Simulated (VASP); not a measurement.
# Si2P (P4/nmm) in VASP: a series of runs, part 2 of 2

VASP 6.6.1.

**4. Single point, PBE**

This run uses another cell than the first one, of 16.47 Å³/atom.

File INCAR:

```
SYSTEM = Si2P
PREC     = Accurate       ! precision mode
ENCUT    = 520            ! plane-wave cutoff, eV
EDIFF    = 1E-7           ! SCF threshold, eV
ISMEAR   = 0              ! smearing method
SIGMA    = 0.1            ! smearing width, eV
LREAL    = .FALSE.        ! projectors in reciprocal space
LASPH    = .TRUE.         ! aspherical terms in the spheres
NELM     = 80             ! most SCF steps
ALGO     = Normal         ! electronic algorithm
ISIF     = 2              ! what is computed and relaxed
LWAVE    = .FALSE.        ! write WAVECAR
LCHARG   = .FALSE.        ! write CHGCAR
GGA      = PE             ! functional
NBANDS   = 22             ! bands
```

File KPOINTS:

```
regular mesh
0
G
  12 12 6
  0 0 0
```

File POSCAR:

```
Si2P
1.0
    3.4438436591      0.0000000000      0.0000000000
    0.0000000000      3.4438436591      0.0000000000
    0.0000000000      0.0000000000      8.3317361325
Si P
4 2
Direct
    0.0000000000      0.0000000000      0.0000000000
    0.5000000000      0.5000000000      0.0000000000
    0.0000000000      0.5000000000      0.3523386795
    0.5000000000      0.0000000000      0.6476613205
    0.0000000000      0.5000000000      0.6396884116
    0.5000000000      0.0000000000      0.3603115884
```

On the command line:

```console
> cat potpaw_PBE.64/Si/POTCAR potpaw_PBE.64/P/POTCAR > POTCAR
> mpirun -np 1 vasp_std > vasp.out
```

It took 3.4 min on 1 thread of Intel Xeon Platinum 8375C at 2.90GHz (Ice Lake), shared host; peak memory 0.33 GiB.

The run converged. Its results:

* Free energy: -30.4094 eV
* Pressure: -0.1 GPa
* Largest force: 0.009 eV/Å
* Band gap on the k mesh: zero (bands 13 and 14 overlap by 4.06 eV)

Forces on the atoms (eV/Å):
```
Si   0.000  0.000  0.000
Si   0.000  0.000  0.000
Si   0.000  0.000  0.009
Si   0.000  0.000 -0.009
P    0.000  0.000 -0.004
P    0.000  0.000  0.004
```

Levels at points of the mesh, in eV from the Fermi level:
```csv
k point,band 10,band 11,band 12,band 13,band 14,band 15,band 16,band 17
"(0.00, 0.00, 0.00)",-1.97,-1.30,-1.30,-0.71,0.17,1.07,2.01,2.88
"(0.50, 0.00, 0.00)",-1.34,-1.33,-1.33,1.20,1.20,1.33,1.33,1.59
"(0.50, 0.50, 0.00)",-5.61,-5.61,-5.61,-1.35,-1.35,0.99,0.99,2.17
"(0.00, 0.00, 0.50)",-1.82,-0.97,-0.97,-0.35,0.02,0.30,1.39,2.04
"(0.50, 0.00, 0.50)",-1.31,0.44,0.44,0.89,0.89,1.71,1.71,1.96
"(0.50, 0.50, 0.50)",-4.93,-4.91,-4.91,-2.27,-2.27,-0.09,-0.09,4.26
```

**5. Relaxation of cell and atoms, PBE**

File INCAR:

```
PREC = Accurate
ENCUT = 600
EDIFF = 1E-7
ISMEAR = 0
SIGMA = 0.1
LREAL = False
LASPH = True
NELM = 100
ALGO = Normal
ISIF = 3
LWAVE = False
LCHARG = False
GGA = PE
IBRION = 2
NSW = 90
EDIFFG = -0.04
```

File KPOINTS:

```
Automatic mesh
0
Gamma
  6 6 4
```

File POSCAR:

```
Si2P
1.0
    3.7255019600      0.0000000000      0.0000000000
    0.0000000000      3.7255019600      0.0000000000
    0.0000000000      0.0000000000      6.1352144600
Si P
4 2
Direct
    0.0000000000      0.0000000000      0.0000000000
    0.5000000000      0.5000000000      0.0000000000
    0.0000000000      0.5000000000      0.3300000100
    0.5000000000      0.0000000000      0.6699999900
    0.0000000000      0.5000000000      0.7350000100
    0.5000000000      0.0000000000      0.2649999900
```

Potentials or basis: VASP PAW PBE potentials, release 64 (Si, P).

On the command line:

```console
> cat potpaw_PBE.64/Si/POTCAR potpaw_PBE.64/P/POTCAR > POTCAR
> mpirun -np 1 vasp_std > vasp.out
```

OUTCAR:

```text
PREC = Accurate
   ENCUT = 600
   EDIFF = 1E-7
   ISMEAR = 0
   LREAL = False
   LASPH = True
   NELM = 100
   ISIF = 3
   GGA = PE
   IBRION = 2
   NSW = 90
   EDIFFG = -0.04

 ion  position               nearest neighbor table
   1  0.000  0.000  0.000-   5 2.47   6 2.47   5 2.47   6 2.47   2 2.63   2 2.63   2 2.63   2 2.63
                             3 2.75   4 2.75   3 2.75   4 2.75
   2  0.500  0.500  0.000-   5 2.47   6 2.47   6 2.47   5 2.47   1 2.63   1 2.63   1 2.63   1 2.63
                             3 2.75   3 2.75   4 2.75   4 2.75
   3  0.000  0.500  0.330-   5 2.48   6 2.66   6 2.66   6 2.66   6 2.66   1 2.75   2 2.75   2 2.75
                             1 2.75
   4  0.500  0.000  0.670-   6 2.48   5 2.66   5 2.66   5 2.66   5 2.66   1 2.75   1 2.75   2 2.75
                             2 2.75
   5  0.000  0.500  0.735-   1 2.47   2 2.47   1 2.47   2 2.47   3 2.48   4 2.66   4 2.66   4 2.66
                             4 2.66
   6  0.500  0.000  0.265-   1 2.47   2 2.47   2 2.47   1 2.47   4 2.48   3 2.66   3 2.66   3 2.66
                             3 2.66
[... 807 lines left out ...]

 number of electron      26.0000000 magnetization

------------------------ aborting loop because EDIFF is reached ----------------------------------------
[... 75 lines left out ...]
--------------------------------------- Ionic step       32  -------------------------------------------

 number of electron      26.0000000 magnetization

 Free energy of the ion-electron system (eV)
  ---------------------------------------------------
  ext. energy  EPLUGINS =         0.00000000
  ---------------------------------------------------
  free energy    TOTEN  =       -30.41681094 eV

  energy without entropy =      -30.40817865  energy(sigma->0) =      -30.41249479

 E-fermi :   7.9184     XC(G=0): -10.5099

 val. band max:        7.8905771562   @ k =   0.3333   0.0000   0.0000
 cond. band min:       7.9365798136   @ k =   0.3333   0.0000   0.2500
 fundamental gap:      0.0460026574
 Fermi energy:         7.9184303832

 k-point     1 :       0.0000    0.0000    0.0000
  band No.  band energies     occupation
      1      -6.7673      2.00000
      2      -4.2624      2.00000
      3      -3.7969      2.00000
      4       2.5189      2.00000
      5       3.0622      2.00000
      6       4.2412      2.00000
[... 504 lines left out ...]
  FREE ENERGIE OF THE ION-ELECTRON SYSTEM (eV)
  ---------------------------------------------------
  free  energy   TOTEN  =       -30.4168109360 eV

  energy  without entropy=      -30.4081786499  energy(sigma->0) =      -30.41249479

 reached required accuracy - stopping structural energy minimisation
```

CONTCAR:

```text
Si2P
   1.00000000000000
     3.4501333812996471   -0.0000000000000000   -0.0000000000000000
     0.0000000000000000    3.4501333812996471   -0.0000000000000000
    -0.0000000000000000   -0.0000000000000000    8.3973997620903855
  Si              P
     4     2
Direct
     1.0000000000000000    0.0000000000000000    0.0000000000000000
     0.5000000000000000    0.5000000000000000    0.0000000000000000
     0.0000000000000000    0.5000000000000000    0.3575379358574091
     0.5000000000000000    0.0000000000000000    0.6424620641425907
     0.0000000000000000    0.5000000000000000    0.6381962204605036
     0.5000000000000000    0.0000000000000000    0.3618037795394962

  0.00000000E+00  0.00000000E+00  0.00000000E+00
  0.00000000E+00  0.00000000E+00  0.00000000E+00
  0.00000000E+00  0.00000000E+00  0.00000000E+00
  0.00000000E+00  0.00000000E+00  0.00000000E+00
  0.00000000E+00  0.00000000E+00  0.00000000E+00
  0.00000000E+00  0.00000000E+00  0.00000000E+00
```

It took 17 min on 1 thread of Intel Xeon Platinum 8375C at 2.90GHz (Ice Lake), shared host; peak memory 0.22 GiB.

What came out:

| Property | Result |
| --- | --- |
| Free energy | -30.4168 eV |
| Relaxed volume | 16.66 Å³/atom |
| Relaxed cell | a = 3.450 Å, b = 3.450 Å, c = 8.397 Å, α = 90.00°, β = 90.00°, γ = 90.00° |
| Space group after relaxing (to 0.1 Å) | P4/nmm (No. 129) |
| Energy gained by relaxing | 314.4 meV/atom |
| Ionic steps | 32 |
| Pressure after relaxing | 0.1 GPa |
| Largest force after relaxing | 0.034 eV/Å |
| Band gap on the k mesh | zero (bands 13 and 14 overlap by 4.02 eV) |

Forces on the atoms (eV/Å):
```
Si   0.000  0.000  0.000
Si   0.000  0.000  0.000
Si   0.000  0.000  0.007
Si   0.000  0.000 -0.007
P    0.000  0.000 -0.034
P    0.000  0.000  0.034
```

Step by step:
| step | energy change (eV) | largest force (eV/Å) | pressure (GPa) | volume (Å³) |
| --- | --- | --- | --- | --- |
| 1 | 0.0000 | 1.2860 | 8.61 | 85.15 |
| 2 | -0.3062 | 0.8985 | -1.57 | 94.90 |
| 3 | -0.3065 | 0.8923 | -1.84 | 95.26 |
| 4 | -0.4288 | 0.9883 | -1.72 | 94.56 |
| 5 | -0.8086 | 0.5764 | -0.81 | 92.43 |
| 6 | -0.8538 | 1.8290 | 6.27 | 88.10 |
| 7 | -1.0022 | 0.5647 | 1.77 | 90.38 |
| 8 | -1.0557 | 0.4972 | 1.68 | 90.33 |
| 9 | -1.1964 | 0.5732 | 1.75 | 90.14 |
| 10 | -1.3903 | 0.6892 | 2.34 | 89.54 |
| 11 | -1.0231 | 1.6915 | 8.18 | 87.46 |
| 12 | -1.3931 | 1.1612 | 3.90 | 88.95 |
| 13 | -1.4019 | 1.1045 | 3.67 | 89.08 |
| 14 | -1.5122 | 0.6438 | 1.24 | 90.85 |
| 15 | -1.5594 | 0.5804 | -0.77 | 92.64 |
| 16 | -1.5634 | 0.6606 | -1.46 | 93.33 |
| 17 | -1.5981 | 0.6285 | -0.64 | 92.76 |
| 18 | -1.6329 | 0.5528 | 1.22 | 91.67 |
| 19 | -1.6377 | 0.5375 | 2.16 | 91.18 |
| 20 | -1.6740 | 0.5408 | 1.61 | 92.12 |
| 21 | -1.7587 | 0.5382 | -0.09 | 94.96 |
| 22 | -1.8116 | 0.5262 | -2.81 | 100.76 |
| 23 | -1.8373 | 0.4743 | -2.25 | 100.84 |
| 24 | -1.8731 | 0.2808 | -0.75 | 101.03 |
| 25 | -1.8750 | 0.2007 | -0.24 | 101.09 |
| 26 | -1.8750 | 0.2128 | -0.32 | 101.08 |
| 27 | -1.8782 | 0.1820 | -0.27 | 100.88 |
| 28 | -1.8835 | 0.0702 | -0.11 | 100.26 |
| 29 | -1.8836 | 0.0564 | -0.09 | 100.17 |
| 30 | -1.8848 | 0.0507 | 0.13 | 99.94 |
| 31 | -1.8854 | 0.0445 | 0.41 | 99.64 |
| 32 | -1.8863 | 0.0343 | 0.07 | 99.96 |

Final structure:
```cif
data_structure
_symmetry_space_group_name_H-M 'P 1'
_symmetry_Int_Tables_number 1
_cell_length_a 3.4501
_cell_length_b 3.4501
_cell_length_c 8.3974
_cell_angle_alpha 90.000
_cell_angle_beta 90.000
_cell_angle_gamma 90.000
_cell_volume 99.96
loop_
_atom_site_label
_atom_site_type_symbol
_atom_site_fract_x
_atom_site_fract_y
_atom_site_fract_z
_atom_site_occupancy
Si1 Si 0.00000 0.00000 0.00000 1
Si2 Si 0.50000 0.50000 0.00000 1
Si3 Si 0.00000 0.50000 0.35754 1
Si4 Si 0.50000 0.00000 0.64246 1
P1 P 0.00000 0.50000 0.63820 1
P2 P 0.50000 0.00000 0.36180 1
```

Caveat: the volume moved by over 15 % at a fixed basis, so the end points are rough.

**6. Overview**

```csv
task,cell,k mesh,cutoff (eV),gap on the mesh (eV),pressure (GPa),largest force (eV/Å)
single point,"a = 3.726, b = 3.726, c = 6.135 Å, 6 atoms, atomic positions A",6 × 6 × 4,520,none,8.6,1.29
single point,"a = 3.451, b = 3.451, c = 8.417 Å, 6 atoms, atomic positions B",6 × 6 × 4,520,none,0.0,0.01
single point,"a = 3.444, b = 3.444, c = 8.332 Å, 6 atoms, atomic positions C",12 × 12 × 6,520,none,-0.1,0.01
relaxation of cell and atoms,"relaxed from a = 3.726, b = 3.726, c = 6.135 Å, 6 atoms, atomic positions A",6 × 6 × 4,600,none,0.1,0.03
```

Alike in all rows: level PBE; potentials or basis VASP PAW PBE potentials, release 64 (Si, P); no spin polarisation; smearing gaussian 0.1 eV.

Caveats: the cell stands under pressure (at least some runs); forces of over 1 eV/Å act on the atoms, so gaps and moduli don't describe the material at rest (at least some runs); the volume moved by over 15 % at a fixed basis, so the end points are rough (at least some runs).

Absolute energies hang on the potentials; compare differences alone.

The gap in the log of VASP goes by the Fermi energy; the results here count the filled bands.